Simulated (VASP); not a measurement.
Runs of VASP 6.6.1 on Cu. The structure is that of space group P6_3/mmc (No. 194), or close to it. The cells are those of the table. This isn't the form of Cu at room conditions, which is fcc.

```csv
cell,k mesh,further INCAR settings,gap on the mesh (eV),pressure (GPa)
"a = 2.586, b = 2.586, c = 8.449 Å, angles 90.0, 90.0, 120.0°, 4 atoms",18 × 18 × 6,ALGO = Fast; EDIFF = 1e-06; NBANDS = 30,none,(a)
"a = 2.494, b = 2.494, c = 8.151 Å, angles 90.0, 90.0, 120.0°, 4 atoms",18 × 18 × 6,ALGO = Fast; EDIFF = 1e-06; NBANDS = 30,none,15.6
"a = 2.443, b = 2.443, c = 7.987 Å, angles 90.0, 90.0, 120.0°, 4 atoms",18 × 18 × 6,ALGO = Fast; EDIFF = 1e-06; NBANDS = 30,none,(b)
"a = 2.550, b = 2.550, c = 8.331 Å, angles 90.0, 90.0, 120.0°, 4 atoms",18 × 18 × 6,ALGO = Fast; EDIFF = 1e-06; NBANDS = 30,none,3.6
"a = 2.371, b = 2.371, c = 7.753 Å, angles 90.0, 90.0, 120.0°, 4 atoms",24 × 24 × 6,ALGO = Fast; EDIFF = 1e-07; NBANDS = 30,none,60.7
```

Alike in all rows: task single point; level PBE; potentials or basis VASP PAW PBE potentials, release 64 (Cu); no spin polarisation; cutoff (eV) 520; smearing gaussian 0.1 eV.

Problem. Estimate the missing entries.

Solution. (a) -2.4; (b) 30.3.

Caveats: the cell stands under pressure (at least some runs).

A gap of «none» marks levels without a gap at the run's occupations.
